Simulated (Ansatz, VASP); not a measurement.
# BN in VASP and in Ansatz

```
B N
1.0
     1.25112    0.72234    3.37293
    -1.25112    0.72234    3.37293
     0.00000   -1.44467    3.37293
B N
1 1
Cartesian
  0.0000 0.0000 10.1155
  0.2121 0.2121 3.3672
```

Change from the starting cell: all N atoms moved +0.300 Å, as atom 2 along Cartesian [1 1 0].

Alike in both runs: task single point; functional PBEsol; k mesh 12 × 12 × 12; occupations gaussian, width 0.05 eV; no spin polarisation.

|  | VASP | Ansatz |
| --- | --- | --- |
| version | VASP 6.6.1 | Ansatz 0.2.0 |
| potentials or method | VASP PAW PBE potentials, release 64 (B, N), cutoff 520 eV | scalar-relativistic, plane waves, PAW |
| valence electrons in the cell | 8 | 8 |

```tsv
	VASP	Ansatz	Ansatz less VASP
gap on the k mesh at the Fermi level (eV)	1.65	1.67	+0.021
least direct gap on the mesh (eV)	3.53	3.54	+0.011
rms of the force components (eV/Å)	11.762	11.640	-0.1215
```

VASP's potentials were made for PBE, not for PBEsol. Atom by atom the forces differ by 0.122 eV/Å (rms over components). The functional is the same, so the differences come from potentials, cutoffs and numerics.
